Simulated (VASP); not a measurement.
# Fe (Im-3m) in VASP: notebook

Fe is run at these levels: LDA; tasks: single point.

Program: VASP 6.6.1. These are calculated values, not measurements. Logs are shortened: lines on timing, memory, paths and dates and some standing lists are left out, and cuts for length are marked.

## (1) The cell of the first run

The structure is cubic, space group Im-3m (No. 229). The conventional cell has a = 2.749 Å, b = 2.749 Å, c = 2.749 Å, α = 90.00°, β = 90.00°, γ = 90.00°. Within 3.1 Å of Fe (site symmetry m-3m) lie 14 Fe at 2.38 to 2.75 Å.

## (2) Single point, LDA, collinear spin, ferromagnetic start

INCAR

```
SYSTEM = Fe
ALGO = Normal
EDIFF = 1E-6
ENCUT = 520
ISIF = 2
ISMEAR = 1
ISPIN = 2
LASPH = .True.
LCHARG = .False.
LMAXMIX = 4
LORBIT = 11
LREAL = .False.
LWAVE = .False.
MAGMOM = 1.988
NBANDS = 14
NELM = 150
PREC = Accurate
SIGMA = 0.03
```

KPOINTS

```
k-points
0
Gamma
  16 16 16
  0 0 0
```

POSCAR

```
Fe
1.0
   -1.3745984210      1.3745984210      1.3745984210
    1.3745984210     -1.3745984210      1.3745984210
    1.3745984210      1.3745984210     -1.3745984210
Fe
1
Direct
    0.0000000000      0.0000000000      0.0000000000
```

Potentials or basis: VASP PAW LDA potentials, release 64 (Fe).

Command:

```bash
$ cat potpaw_LDA.64/Fe/POTCAR > POTCAR
$ mpirun -np 1 vasp_std > vasp.out
```

OUTCAR:

```text
SYSTEM = Fe
   EDIFF = 1E-6
   ENCUT = 520
   ISIF = 2
   ISMEAR = 1
   ISPIN = 2
   LASPH = .True.
   LORBIT = 11
   LREAL = .False.
   NELM = 150
   PREC = Accurate

 ion  position               nearest neighbor table
   1  0.000  0.000  0.000-

  LATTYP: Found a body centered cubic cell.
 ALAT       =     2.7491968420

  Lattice vectors:

 A1 = (  -1.3745984210,   1.3745984210,   1.3745984210)
 A2 = (   1.3745984210,  -1.3745984210,   1.3745984210)
 A3 = (   1.3745984210,   1.3745984210,  -1.3745984210)

Analysis of symmetry for initial positions (statically):
=====================================================================
 Subroutine PRICEL returns:
 Original cell was already a primitive cell.

 Routine SETGRP: Setting up the symmetry group for a
 body centered cubic supercell.

 Subroutine GETGRP returns: Found 48 space group operations
 (whereof 48 operations were pure point group operations)
 out of a pool of 48 trial point group operations.

The static configuration has the point symmetry O_h .

Analysis of symmetry for dynamics (positions and initial velocities):
=====================================================================
 Subroutine PRICEL returns:
 Original cell was already a primitive cell.

 Routine SETGRP: Setting up the symmetry group for a
 body centered cubic supercell.

 Subroutine GETGRP returns: Found 48 space group operations
 (whereof 48 operations were pure point group operations)
 out of a pool of 48 trial point group operations.

The dynamic configuration has the point symmetry O_h .

Analysis of structural, dynamic, and magnetic symmetry:
=====================================================================
 Subroutine PRICEL returns:
 Original cell was already a primitive cell.

 Routine SETGRP: Setting up the symmetry group for a
 body centered cubic supercell.

 Subroutine GETGRP returns: Found 48 space group operations
 (whereof 48 operations were pure point group operations)
 out of a pool of 48 trial point group operations.

The overall configuration has the point symmetry O_h .

 Subroutine INISYM returns: Found 48 space group operations
 (whereof 48 operations are pure point group operations),
 and found     1 'primitive' translations

----------------------------------------------------------------------------------------

                                     Primitive cell

  volume of cell :      10.3893

  direct lattice vectors                    reciprocal lattice vectors
    -1.374598421  1.374598421  1.374598421     0.000000000  0.363742597  0.363742597
     1.374598421 -1.374598421  1.374598421     0.363742597  0.000000000  0.363742597
     1.374598421  1.374598421 -1.374598421     0.363742597  0.363742597  0.000000000

  length of vectors
     2.380874305  2.380874305  2.380874305     0.514409714  0.514409714  0.514409714

  position of ions in fractional coordinates (direct lattice)
     0.000000000  0.000000000  0.000000000

  ion indices of the primitive-cell ions
   primitive index   ion index
                 1           1

----------------------------------------------------------------------------------------

 KPOINTS: k-points

Automatic generation of k-mesh.
 Grid dimensions read from file:
 generate k-points for:   16   16   16

 Generating k-lattice:

  Cartesian coordinates                     Fractional coordinates (reciprocal lattice)
     0.000000000  0.022733912  0.022733912     0.062500000  0.000000000  0.000000000
     0.022733912  0.000000000  0.022733912     0.000000000  0.062500000  0.000000000
     0.022733912  0.022733912  0.000000000     0.000000000  0.000000000  0.062500000

  Length of vectors
     0.032150607  0.032150607  0.032150607

  Shift w.r.t. Gamma in fractional coordinates (k-lattice)
     0.000000000  0.000000000  0.000000000

 Subroutine IBZKPT returns following result:
 ===========================================

 Found    145 irreducible k-points:

 Following reciprocal coordinates:
            Coordinates               Weight
  0.000000  0.000000  0.000000      1.000000
  0.062500  0.000000  0.000000     12.000000
  0.125000  0.000000  0.000000     12.000000
  0.187500  0.000000  0.000000     12.000000
  0.250000  0.000000  0.000000     12.000000
  0.312500  0.000000  0.000000     12.000000
[... 16 lines left out ...]
  0.187500  0.187500  0.000000     24.000000
  0.250000  0.187500  0.000000     48.000000
 [... further k-points ...]
   k-points           NKPTS =    145   k-points in BZ     NKDIM =    145   number of bands    NBANDS=     14
   number of dos      NEDOS =    301   number of ions     NIONS =      1
   total plane-waves  NPLWV =   5832
   dimension x,y,z NGX =    18 NGY =   18 NGZ =   18
   dimension x,y,z NGXF=    36 NGYF=   36 NGZF=   36
   ions per type =               1
   NGX,Y,Z   is equivalent  to a cutoff of  12.57, 12.57, 12.57 a.u.
   NGXF,Y,Z  is equivalent  to a cutoff of  25.14, 25.14, 25.14 a.u.
 SYSTEM =  Fe
   PREC   = accura    normal or accurate (medium, high low for compatibility)
   ISTART =      0    job   : 0-new  1-cont  2-samecut
   ICHARG =      2    charge: 1-file 2-atom 10-const
   ISPIN  =      2    spin polarized calculation?
   LNONCOLLINEAR =      F non collinear calculations
   LSORBIT =      F    spin-orbit coupling
   LASPH  =      T    aspherical Exc in radial PAW
   ENCUT  =  520.0 eV  38.22 Ry    6.18 a.u.   4.43  4.43  4.43*2*pi/ulx,y,z
   NELM   =    150;   NELMIN=  2; NELMDL= -5     # of ELM steps
   EDIFF  = 0.1E-05   stopping-criterion for ELM
   LREAL  =      F    real-space projection
   EDIFFG = 0.1E-04   stopping-criterion for IOM
   NSW    =      0    number of steps for IOM
   IBRION =     -1    ionic relax: 0-MD 1-quasi-New 2-CG
   NFREE  =      0    steps in history (QN), initial steepest desc. (CG)
   ISIF   =      2    stress and relaxation
   ISYM   =      2    0-nonsym 1-usesym 2-fastsym
   POTIM  = 0.5000    time-step for ionic-motion
   TEBEG  =    0.0;   TEEND  =   0.0 temperature during run
   PSTRESS=    0.0 pullay stress
   NELECT =       8.0000    total number of electrons
   NUPDOWN=      -1.0000    fix difference up-down
   EMIN   =  10.00;   EMAX   =-10.00  energy-range for DOS
   EFERMI =   0.00;   METHOD = LEGACY
   ISMEAR =     1;   SIGMA  =   0.03  broadening in eV -4-tet -1-fermi 0-gaus
   EFERMI_NEDOS =   21; number of points for ismear=-14 and -15
   IALGO  =     38    algorithm
   IMIX   =      4    mixing-type and parameters
     AMIX     =   0.40;   BMIX     =  1.00
     AMIX_MAG =   1.60;   BMIX_MAG =  1.00
  volume/ion in A,a.u.               =      10.39        70.11
  Fermi-wavevector in a.u.,A,eV,Ry     =   1.500522  2.835575 30.634413  2.251566
  Thomas-Fermi vector in A             =   2.612011
   LORBIT       =     11    0 simple, 1 ext, 2 COOP (PROOUT), +10 PAW based schemes
   GGA     = CA    functional components
   LHFCALC =     F    Hartree Fock is set to
   AEXX    =    0.0000 exact exchange contribution
   IVDW    =     0    specifies the selected vdW correction
   LEPSILON=     F    determine dielectric tensor
   LRPA    =     F    only Hartree local field effects (RPA)
 spin polarized calculation
 Methfessel and Paxton  Order N= 1 SIGMA  =   0.03
  energy-cutoff  :      520.00
  volume of cell :       10.39
 maximum number of plane-waves:       321
 NGX is ok and might be reduce to    18
   NGX =  9   NGY =  9   NGZ =  9

 number of electron       7.9999992 magnetization       1.9406613

 Free energy of the ion-electron system (eV)
  ---------------------------------------------------
  ext. energy  EPLUGINS =         0.00000000
  ---------------------------------------------------
  free energy    TOTEN  =        -9.22434913 eV

  energy without entropy =       -9.22440300  energy(sigma->0) =       -9.22436709

 E-fermi :   6.7591     XC(G=0): -13.9291

 val. band max:        6.7510936909   @ k =  -0.3750   0.3750   0.1250
 cond. band min:       6.7690572022   @ k =  -0.3750   0.5000   0.1250
 fundamental gap:      0.0179635113
 Fermi energy:         6.7591022336

 spin component 1

 k-point     1 :       0.0000    0.0000    0.0000
  band No.  band energies     occupation
      1      -2.3832      1.00000
      2       4.2281      1.00000
      3       4.2281      1.00000
      4       4.2281      1.00000
      5       5.7727      1.00000
      6       5.7727      1.00000
      7      32.4086      0.00000
      8      32.4086      0.00000
      9      32.4086      0.00000
     10      38.1597      0.00000
     11      38.1597      0.00000
     12      40.8529      0.00000
     13      40.8529      0.00000
     14      40.8529      0.00000

 k-point     2 :       0.0625    0.0000    0.0000
  band No.  band energies     occupation
      1      -2.2093      1.00000
      2       4.1759      1.00000
      3       4.2234      1.00000
      4       4.3288      1.00000
      5       5.7192      1.00000
      6       5.7769      1.00000
      7      31.4179      0.00000
      8      32.1968      0.00000
      9      32.3378      0.00000
     10      37.5935      0.00000
     11      38.6838      0.00000
     12      38.8875      0.00000
     13      39.3127      0.00000
     14      41.2665      0.00000
[... 343 lines left out ...]
      1       1.2520      1.00000
      2       3.3739      1.00000
      3       3.6245      1.00000
      4       5.4549      1.00000
      5       6.0574      1.00000
      6       6.9625     -0.00000
      7      22.1615      0.00000
      8      23.2221      0.00000
      9      29.2510      0.00000
     10      33.5230      0.00000
     11      37.5958      0.00000
     12      41.5875      0.00000
     13      44.6591      0.00000
     14      47.6176      0.00000

 k-point    24 :       0.2500    0.1875    0.0000
  band No.  band energies     occupation
      1       1.8295      1.00000
      2       3.1830      1.00000
      3       3.7543      1.00000
      4       5.5659      1.00000
      5       6.1425      1.00000
      6       8.0018      0.00000
      7      19.7135      0.00000
      8      21.8840      0.00000
      9      28.1991      0.00000
     10      33.7389      0.00000
     11      37.9807      0.00000
     12      42.3445      0.00000
     13      46.2505      0.00000
     14      48.8313      0.00000

 [... further k-points ...]

 spin component 2

 k-point     1 :       0.0000    0.0000    0.0000
  band No.  band energies     occupation
      1      -2.0049      1.00000
      2       5.7894      1.00000
      3       5.7894      1.00000
      4       5.7894      1.00000
      5       7.8675      0.00000
      6       7.8675      0.00000
      7      32.5899      0.00000
      8      32.5899      0.00000
      9      32.5899      0.00000
     10      38.6451      0.00000
     11      38.6451      0.00000
     12      41.6254      0.00000
     13      41.6254      0.00000
     14      41.6254      0.00000

 k-point     2 :       0.0625    0.0000    0.0000
  band No.  band energies     occupation
      1      -1.8300      1.00000
      2       5.7304      1.00000
      3       5.7803      1.00000
      4       5.8964      1.00000
      5       7.8032      0.00000
      6       7.8721      0.00000
      7      31.7105      0.00000
      8      32.4111      0.00000
      9      32.5600      0.00000
     10      38.0913      0.00000
     11      39.2057      0.00000
     12      39.6953      0.00000
     13      40.0260      0.00000
     14      42.0052      0.00000
[... 343 lines left out ...]
      1       1.8315      1.00000
      2       4.8254      1.00000
      3       5.0043      1.00000
      4       7.3924      0.00000
      5       8.1154      0.00000
      6       8.6135      0.00000
      7      22.9709      0.00000
      8      23.9034      0.00000
      9      29.8677      0.00000
     10      33.9347      0.00000
     11      38.1390      0.00000
     12      42.1173      0.00000
     13      45.2863      0.00000
     14      48.1401      0.00000

 k-point    24 :       0.2500    0.1875    0.0000
  band No.  band energies     occupation
      1       2.6391      1.00000
      2       4.5951      1.00000
      3       5.0186      1.00000
      4       7.4933      0.00000
      5       8.1967      0.00000
      6       9.5516      0.00000
      7      20.5865      0.00000
      8      22.5994      0.00000
      9      28.7900      0.00000
     10      34.1912      0.00000
     11      38.5029      0.00000
     12      42.9055      0.00000
     13      46.7767      0.00000
     14      49.5209      0.00000

 [... further k-points ...]
[... 5 lines left out ...]
  --------------------------------------------------------------------------------------
  -------------------------------------------------------------------------------------
  Total       -0.0558166     -0.0558166     -0.0558166     -0.0000000      0.0000000     -0.0000000
  in kB       -8.6076904     -8.6076904     -8.6076904     -0.0000000      0.0000000     -0.0000000
  external PRESSURE =      -8.6076904 kB  Pullay stress =       0.0000000 kB

 VOLUME and BASIS-vectors are now :
 -----------------------------------------------------------------------------
  energy-cutoff  :      520.00
  volume of cell :       10.39
      direct lattice vectors                 reciprocal lattice vectors
    -1.374598421  1.374598421  1.374598421     0.000000000  0.363742597  0.363742597
     1.374598421 -1.374598421  1.374598421     0.363742597  0.000000000  0.363742597
     1.374598421  1.374598421 -1.374598421     0.363742597  0.363742597  0.000000000

 POSITION                                       TOTAL-FORCE (eV/Angst)
 -----------------------------------------------------------------------------------
      0.00000      0.00000      0.00000         0.000000     -0.000000      0.000000
 -----------------------------------------------------------------------------------
    total drift:                                0.000000     -0.000000      0.000000

  FREE ENERGIE OF THE ION-ELECTRON SYSTEM (eV)
  ---------------------------------------------------
  free  energy   TOTEN  =        -9.2243491318 eV

  energy  without entropy=       -9.2244029967  energy(sigma->0) =       -9.22436709

 total charge

# of ion       s       p       d       tot
------------------------------------------
    1        0.528   0.617   6.334   7.479

 magnetization (x)

# of ion       s       p       d       tot
------------------------------------------
    1       -0.008  -0.029   1.943   1.906
```

Run time: 42 s. Hardware: 1 thread of AMD EPYC 7R43 (Zen 3), shared host; peak memory 0.1 GiB.

Results:

```yaml
Free_energy: -9.2243 eV
Pressure: -0.9 GPa
Net_moment: 1.94 μB per cell
Site_moments: Fe +1.91 μB
Valence_electrons_inside_the_program's_atomic_spheres: Fe 7.48
```

Levels at points of the mesh, in eV from the Fermi level:
Spin up:
```
           k point  band 2  band 3  band 4  band 5  band 6  band 7  band 8  band 9
(0.00, 0.00, 0.00)   -2.53   -2.53   -2.53   -0.99   -0.99   25.65   25.65   25.65
(0.50, 0.00, 0.00)   -3.80   -0.95   -0.75    0.32    0.60    8.13   18.92   21.42
(0.50, 0.50, 0.50)   -5.42    0.28    0.28    0.28   10.36   10.36   10.36   16.55
```
Spin down:
```csv
k point,band 1,band 2,band 3,band 4,band 5,band 6
"(0.00, 0.00, 0.00)",-8.76,-0.97,-0.97,-0.97,1.11,1.11
"(0.50, 0.00, 0.00)",-4.40,-2.39,0.70,1.02,1.40,2.41
"(0.50, 0.50, 0.50)",-3.98,-3.98,2.07,2.07,2.07,10.82
```

[end of part 1 of 2]
